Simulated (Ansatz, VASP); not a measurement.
**BaTiO3 in VASP and in Ansatz**

```
CELL_PARAMETERS angstrom
4.00822 0.00000 0.00000
0.00000 2.87328 3.03021
0.00000 -2.87328 3.03021
ATOMIC_POSITIONS crystal
Ba 0.00000 0.00808 0.00808
Ti 0.50000 0.51971 0.51971
O 0.00000 0.49163 0.49163
O 0.50000 0.49381 0.98300
O 0.50000 0.98300 0.49381
```

Change from the starting cell: strain +0.000 along x and y, +0.050 along z, atoms carried along.

Alike in both runs: task single point; functional PBE; k mesh 6 × 6 × 6; occupations gaussian, width 0.05 eV; no spin polarisation; Hubbard terms Ti d U = 4.0 eV.

|  | VASP | Ansatz |
| --- | --- | --- |
| version | VASP 6.6.1 | Ansatz 0.2.0 |
| potentials or method | VASP PAW PBE potentials, release 64 (Ba_sv, Ti_sv, O), cutoff 520 eV | scalar-relativistic, plane waves, PAW |
| valence electrons in the cell | 40 | 40 |

```tsv
	VASP	Ansatz	Ansatz less VASP
gap on the k mesh at the Fermi level (eV)	2.27	2.28	+0.013
least direct gap on the mesh (eV)	2.67	2.68	+0.015
pressure (GPa)	-3.5	-6.5	-2.91
traceless stress, the component that is largest in VASP (GPa)	-5.95	-5.59	+0.355
rms of the force components (eV/Å)	0.063	0.254	+0.1910
```

The programs project onto different local orbitals, so the same U acts differently, and such runs can settle in different states. Atom by atom the forces differ by 0.195 eV/Å (rms over components).

Neither program's run includes spin-orbit coupling.
